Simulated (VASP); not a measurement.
# AlAu (Fm-3m) in VASP: a series of runs

AlAu is run at these levels: LDA; tasks: single point.

All numbers are computed with VASP 6.6.1; they aren't measurements. Logs are shortened: lines on timing, memory, paths and dates and some standing lists are left out, and cuts for length are marked.

### Step 1. The cell of the first run

It takes space group Fm-3m (No. 225, cubic). The conventional cell has a = 4.758 Å, b = 4.758 Å, c = 4.758 Å, α = 90.00°, β = 90.00°, γ = 90.00°. Al (site symmetry m-3m) has 6 Au at 2.38 Å within 3.1 Å. Within 3.1 Å of Au (site symmetry m-3m) lie 6 Al at 2.38 Å.

### Step 2. Single point, LDA

File INCAR:

```
PREC = Accurate ; ENCUT = 500
EDIFF = 1E-6 ; ISMEAR = 0
SIGMA = 0.05 ; LREAL = False
LASPH = True ; NELM = 120
ALGO = Normal ; ISIF = 2
LWAVE = False ; LCHARG = False
GGA = CA ; NBANDS = 14
GGA_COMPAT = False
```

File KPOINTS:

```
Automatic mesh
0
Gamma
  7 7 7
```

File POSCAR:

```
AlAu
1.0
    0.0000000000      2.3791658781      2.3791658781
    2.3791658781      0.0000000000      2.3791658781
    2.3791658781      2.3791658781      0.0000000000
Al Au
1 1
Direct
    0.0000000000      0.0000000000      0.0000000000
    0.5000000000      0.5000000000      0.5000000000
```

Potentials or basis: VASP PAW LDA potentials, release 64 (Al, Au).

Run with:

```sh
$ cat potpaw_LDA.64/Al/POTCAR potpaw_LDA.64/Au/POTCAR > POTCAR
$ mpirun -np 1 vasp_std > vasp.out
```

OUTCAR:

```text
PREC = Accurate
   ENCUT = 500
   EDIFF = 1E-6
   ISMEAR = 0
   LREAL = False
   LASPH = True
   NELM = 120
   ISIF = 2
   GGA = CA

 ion  position               nearest neighbor table
   1  0.000  0.000  0.000-   2 2.38   2 2.38   2 2.38   2 2.38   2 2.38   2 2.38
   2  0.500  0.500  0.500-   1 2.38   1 2.38   1 2.38   1 2.38   1 2.38   1 2.38

  LATTYP: Found a face centered cubic cell.
 ALAT       =     4.7583317562

  Lattice vectors:

 A1 = (   0.0000000000,   2.3791658781,   2.3791658781)
 A2 = (   2.3791658781,   0.0000000000,   2.3791658781)
 A3 = (   2.3791658781,   2.3791658781,   0.0000000000)

Analysis of symmetry for initial positions (statically):
=====================================================================
 Subroutine PRICEL returns:
 Original cell was already a primitive cell.

 Routine SETGRP: Setting up the symmetry group for a
 face centered cubic supercell.

 Subroutine GETGRP returns: Found 48 space group operations
 (whereof 48 operations were pure point group operations)
 out of a pool of 48 trial point group operations.

The static configuration has the point symmetry O_h .

Analysis of symmetry for dynamics (positions and initial velocities):
=====================================================================
 Subroutine PRICEL returns:
 Original cell was already a primitive cell.

 Routine SETGRP: Setting up the symmetry group for a
 face centered cubic supercell.

 Subroutine GETGRP returns: Found 48 space group operations
 (whereof 48 operations were pure point group operations)
 out of a pool of 48 trial point group operations.

The dynamic configuration has the point symmetry O_h .

 Subroutine INISYM returns: Found 48 space group operations
 (whereof 48 operations are pure point group operations),
 and found     1 'primitive' translations

----------------------------------------------------------------------------------------

                                     Primitive cell

  volume of cell :      26.9342

  direct lattice vectors                    reciprocal lattice vectors
     0.000000000  2.379165878  2.379165878    -0.210157688  0.210157688  0.210157688
     2.379165878  0.000000000  2.379165878     0.210157688 -0.210157688  0.210157688
     2.379165878  2.379165878  0.000000000     0.210157688  0.210157688 -0.210157688

  length of vectors
     3.364648652  3.364648652  3.364648652     0.364003793  0.364003793  0.364003793

  position of ions in fractional coordinates (direct lattice)
     0.000000000  0.000000000  0.000000000
     0.500000000  0.500000000  0.500000000

  ion indices of the primitive-cell ions
   primitive index   ion index
                 1           1
                 2           2

----------------------------------------------------------------------------------------

 KPOINTS: Automatic mesh

Automatic generation of k-mesh.
 Grid dimensions read from file:
 generate k-points for:    7    7    7

 Generating k-lattice:

  Cartesian coordinates                     Fractional coordinates (reciprocal lattice)
    -0.030022527  0.030022527  0.030022527     0.142857143  0.000000000  0.000000000
     0.030022527 -0.030022527  0.030022527     0.000000000  0.142857143  0.000000000
     0.030022527  0.030022527 -0.030022527     0.000000000  0.000000000  0.142857143

  Length of vectors
     0.052000542  0.052000542  0.052000542

  Shift w.r.t. Gamma in fractional coordinates (k-lattice)
     0.000000000  0.000000000  0.000000000

 Subroutine IBZKPT returns following result:
 ===========================================

 Found     20 irreducible k-points:

 Following reciprocal coordinates:
            Coordinates               Weight
  0.000000  0.000000  0.000000      1.000000
  0.142857  0.000000  0.000000      8.000000
  0.285714  0.000000  0.000000      8.000000
  0.428571  0.000000  0.000000      8.000000
  0.142857  0.142857  0.000000      6.000000
  0.285714  0.142857  0.000000     24.000000
[... 12 lines left out ...]
 -0.428571  0.428571  0.142857     24.000000
 -0.285714  0.428571  0.142857     24.000000
   k-points           NKPTS =     20   k-points in BZ     NKDIM =     20   number of bands    NBANDS=     14
   number of dos      NEDOS =    301   number of ions     NIONS =      2
   total plane-waves  NPLWV =  21952
   dimension x,y,z NGX =    28 NGY =   28 NGZ =   28
   dimension x,y,z NGXF=    56 NGYF=   56 NGZF=   56
   ions per type =               1   1
   NGX,Y,Z   is equivalent  to a cutoff of  13.83, 13.83, 13.83 a.u.
   NGXF,Y,Z  is equivalent  to a cutoff of  27.67, 27.67, 27.67 a.u.
 SYSTEM =  unknown system
   PREC   = accura    normal or accurate (medium, high low for compatibility)
   ISTART =      0    job   : 0-new  1-cont  2-samecut
   ICHARG =      2    charge: 1-file 2-atom 10-const
   ISPIN  =      1    spin polarized calculation?
   LNONCOLLINEAR =      F non collinear calculations
   LSORBIT =      F    spin-orbit coupling
   LASPH  =      T    aspherical Exc in radial PAW
   ENCUT  =  500.0 eV  36.75 Ry    6.06 a.u.   6.13  6.13  6.13*2*pi/ulx,y,z
   NELM   =    120;   NELMIN=  2; NELMDL= -5     # of ELM steps
   EDIFF  = 0.1E-05   stopping-criterion for ELM
   LREAL  =      F    real-space projection
   EDIFFG = 0.1E-04   stopping-criterion for IOM
   NSW    =      0    number of steps for IOM
   IBRION =     -1    ionic relax: 0-MD 1-quasi-New 2-CG
   NFREE  =      0    steps in history (QN), initial steepest desc. (CG)
   ISIF   =      2    stress and relaxation
   ISYM   =      2    0-nonsym 1-usesym 2-fastsym
   POTIM  = 0.5000    time-step for ionic-motion
   TEBEG  =    0.0;   TEEND  =   0.0 temperature during run
   PSTRESS=    0.0 pullay stress
   NELECT =      14.0000    total number of electrons
   NUPDOWN=      -1.0000    fix difference up-down
   EMIN   =  10.00;   EMAX   =-10.00  energy-range for DOS
   EFERMI =   0.00;   METHOD = LEGACY
   ISMEAR =     0;   SIGMA  =   0.05  broadening in eV -4-tet -1-fermi 0-gaus
   EFERMI_NEDOS =   21; number of points for ismear=-14 and -15
   IALGO  =     38    algorithm
   IMIX   =      4    mixing-type and parameters
     AMIX     =   0.40;   BMIX     =  1.00
     AMIX_MAG =   1.60;   BMIX_MAG =  1.00
  volume/ion in A,a.u.               =      13.47        90.88
  Fermi-wavevector in a.u.,A,eV,Ry     =   1.316284  2.487415 23.573487  1.732602
  Thomas-Fermi vector in A             =   2.446407
   LORBIT       =      0    0 simple, 1 ext, 2 COOP (PROOUT), +10 PAW based schemes
   GGA     = CA    functional components
   LHFCALC =     F    Hartree Fock is set to
   AEXX    =    0.0000 exact exchange contribution
   IVDW    =     0    specifies the selected vdW correction
   LEPSILON=     F    determine dielectric tensor
   LRPA    =     F    only Hartree local field effects (RPA)
 non-spin polarized calculation
 Gauss-broadening in eV      SIGMA  =   0.05
  energy-cutoff  :      500.00
  volume of cell :       26.93
 maximum number of plane-waves:       701
 NGX is ok and might be reduce to    28
   NGX = 13   NGY = 13   NGZ = 13

 number of electron      13.9999999 magnetization

 Free energy of the ion-electron system (eV)
  ---------------------------------------------------
  ext. energy  EPLUGINS =         0.00000000
  ---------------------------------------------------
  free energy    TOTEN  =        -7.87968996 eV

  energy without entropy =       -7.87747272  energy(sigma->0) =       -7.87858134

 E-fermi :  12.4690     XC(G=0): -12.7017

 val. band max:       12.3965867861   @ k =   0.2857   0.0000   0.0000
 cond. band min:      12.4819781965   @ k =   0.4286   0.2857   0.1429
 fundamental gap:      0.0853914104
 Fermi energy:        12.4689752432

 k-point     1 :       0.0000    0.0000    0.0000
  band No.  band energies     occupation
      1      -0.6586      2.00000
      2       5.2314      2.00000
      3       5.2314      2.00000
      4       5.2314      2.00000
      5       5.3459      2.00000
      6       5.3459      2.00000
      7      17.6487      0.00000
      8      17.6487      0.00000
      9      17.6487      0.00000
     10      21.0514      0.00000
     11      24.5903      0.00000
     12      24.5903      0.00000
     13      24.5903      0.00000
     14      27.7826      0.00000

 k-point     2 :       0.1429    0.0000    0.0000
  band No.  band energies     occupation
      1      -0.1893      2.00000
      2       5.0956      2.00000
      3       5.1671      2.00000
      4       5.1671      2.00000
      5       5.4889      2.00000
      6       5.4889      2.00000
      7      15.9260      0.00000
      8      18.0185      0.00000
      9      18.0185      0.00000
     10      20.7124      0.00000
     11      23.7756      0.00000
     12      23.7756      0.00000
     13      24.1684      0.00000
     14      26.5814      0.00000

 k-point     3 :       0.2857    0.0000    0.0000
  band No.  band energies     occupation
      1       1.0992      2.00000
      2       4.8597      2.00000
      3       4.8597      2.00000
      4       4.8850      2.00000
      5       6.0526      2.00000
      6       6.0526      2.00000
      7      12.3966      1.95939
      8      18.5306      0.00000
      9      18.5306      0.00000
     10      19.5415      0.00000
     11      22.1292      0.00000
     12      22.1292      0.00000
     13      24.9044      0.00000
     14      26.3605      0.00000
[... 256 lines left out ...]
 k-point    19 :      -0.4286    0.4286    0.1429
  band No.  band energies     occupation
      1       2.7939      2.00000
      2       4.3264      2.00000
      3       5.1030      2.00000
      4       5.6483      2.00000
      5       6.9159      2.00000
      6       7.9044      2.00000
      7      10.2778      2.00000
      8      12.1915      2.00000
      9      13.1904      0.00000
     10      20.7082      0.00000
     11      21.2861      0.00000
     12      24.7687      0.00000
     13      28.2144      0.00000
     14      28.8736      0.00000

 k-point    20 :      -0.2857    0.4286    0.1429
  band No.  band energies     occupation
      1       3.2069      2.00000
      2       4.3925      2.00000
      3       5.0124      2.00000
      4       5.2149      2.00000
      5       6.9219      2.00000
      6       8.3550      2.00000
      7      10.4050      2.00000
      8      10.8410      2.00000
      9      13.5784      0.00000
     10      21.2031      0.00000
     11      23.5516      0.00000
     12      23.7132      0.00000
     13      25.9047      0.00000
     14      27.7703      0.00000

------------------------ aborting loop because EDIFF is reached ----------------------------------------

  FORCE on cell =-STRESS in cart. coord.  units (eV):
  Direction    XX          YY          ZZ          XY          YZ          ZX
  --------------------------------------------------------------------------------------
  -------------------------------------------------------------------------------------
  Total       10.2166158     10.2166158     10.2166158     -0.0000000     -0.0000000     -0.0000000
  in kB      607.7339280    607.7339280    607.7339280     -0.0000000     -0.0000000     -0.0000000
  external PRESSURE =     607.7339280 kB  Pullay stress =       0.0000000 kB

 VOLUME and BASIS-vectors are now :
 -----------------------------------------------------------------------------
  energy-cutoff  :      500.00
  volume of cell :       26.93
      direct lattice vectors                 reciprocal lattice vectors
     0.000000000  2.379165878  2.379165878    -0.210157688  0.210157688  0.210157688
     2.379165878  0.000000000  2.379165878     0.210157688 -0.210157688  0.210157688
     2.379165878  2.379165878  0.000000000     0.210157688  0.210157688 -0.210157688

 POSITION                                       TOTAL-FORCE (eV/Angst)
 -----------------------------------------------------------------------------------
      0.00000      0.00000      0.00000         0.000000      0.000000      0.000000
      2.37917      2.37917      2.37917        -0.000000     -0.000000     -0.000000
 -----------------------------------------------------------------------------------
    total drift:                                0.000000      0.000000      0.000000

  FREE ENERGIE OF THE ION-ELECTRON SYSTEM (eV)
  ---------------------------------------------------
  free  energy   TOTEN  =        -7.8796899609 eV

  energy  without entropy=       -7.8774727195  energy(sigma->0) =       -7.87858134
```

Run time: 11 s. Hardware: 1 thread of Intel Xeon Platinum 8375C at 2.90GHz (Ice Lake), shared host; peak memory 0.14 GiB.

What came out:

| Property | Result |
| --- | --- |
| Free energy | -7.8797 eV |
| Pressure | 60.8 GPa |
| Band gap on the k mesh | zero (bands 7 and 8 overlap by 6.81 eV) |

Caveat: the cell stands under pressure; spin-orbit coupling is left out, which moves the levels of the heavy elements.

### Step 3. Single point, LDA

This run uses another cell than the first one, of 14.33 Å³/atom.

File INCAR:

```
PREC = Accurate
ENCUT = 500
EDIFF = 1E-6
ISMEAR = 0
SIGMA = 0.05
LREAL = False
LASPH = True
NELM = 120
ALGO = Normal
ISIF = 2
LWAVE = False
LCHARG = True
LELF = True
LVHAR = True
NBANDS = 14
GGA_COMPAT = False
```

KPOINTS is that of step 2.

File POSCAR:

```
AlAu
1.0
    0.0000000000      2.4291664076      2.4291664076
    2.4291664076      0.0000000000      2.4291664076
    2.4291664076      2.4291664076      0.0000000000
Al Au
1 1
Direct
    0.0000000000      0.0000000000      0.0000000000
    0.5000000000      0.5000000000      0.5000000000
```

Potentials or basis: VASP PAW LDA potentials, release 64 (Al, Au).

Run with:

```sh
$ cat potpaw_LDA.64/Al/POTCAR potpaw_LDA.64/Au/POTCAR > POTCAR
$ mpirun -np 1 vasp_std > vasp.out
```

Run time: 12 s. Hardware: 1 thread of Intel Xeon Platinum 8375C at 2.90GHz (Ice Lake), shared host; peak memory 0.14 GiB.

The run converged. Its results:

```yaml
Free_energy: -8.4237 eV
Pressure: 40.6 GPa
Band_gap_on_the_k_mesh: zero (bands 7 and 8 overlap by 6.59 eV)
```

Levels at points of the mesh, in eV from the Fermi level:
```csv
k point,band 3,band 4,band 5,band 6,band 7,band 8,band 9,band 10,band 11,band 12
"(0.00, 0.00, 0.00)",-6.76,-6.76,-6.69,-6.69,5.03,5.03,5.03,8.80,11.78,11.78
```

Caveat: the cell stands under pressure; spin-orbit coupling is left out, which moves the levels of the heavy elements.

(Continued in part 2 of 2.)

The gap in the log of VASP goes by the Fermi energy; the results here count the filled bands.